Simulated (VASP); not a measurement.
PbO: single point with r2SCAN

The system is PbO.

```
Pb O
1.0
     3.61816    0.00000    0.00000
    -1.80908    3.13342    0.00000
     0.00000    0.00000    6.35155
Pb O
2 2
Direct
  0.33333 0.66667 0.25000
  0.66667 0.33333 0.75000
  0.00000 0.00000 0.00000
  0.00000 0.00000 0.50000
```

```yaml
Program: VASP 6.6.1
Task: single point
Functional: r2SCAN
Potentials_or_basis: VASP PAW PBE potentials, release 64 (Pb_d, O)
Cutoff: 520 eV
k_mesh: 10 × 10 × 6
Occupations: gaussian, width 0.05 eV
Spin: no spin polarisation
```

* Pressure: -2.7 GPa
* Band gap on the k mesh: 0.31 eV (least direct gap 0.38 eV)

Stress tensor (GPa, compression positive):
```
-2.57  0.00  0.00
 0.00 -2.57  0.00
 0.00  0.00 -2.86
```

Levels at points of the mesh, in eV from the valence-band top:
```
           k point  band 18  band 19  band 20  band 21  band 22  band 23
(0.00, 0.00, 0.00)    -1.94    -1.94    -0.01     0.67     5.94     5.94
(0.50, 0.00, 0.00)    -2.02    -1.63    -0.07     0.31     3.69     4.23
(0.00, 0.00, 0.50)    -2.12    -1.79    -1.79     4.21     4.21     7.08
(0.50, 0.00, 0.50)    -2.67    -1.64    -1.64     2.01     2.01     6.00
```

Wall time 6.5 min on 1 thread of AMD EPYC 7R13 Processor (Zen 3), on a shared host, peak memory 0.22 GiB.

Caveat: the PAW data sets were made with another functional, which shifts forces and pressure a little; spin-orbit coupling is left out, which moves the levels of the heavy elements. A k mesh can miss the band edges.
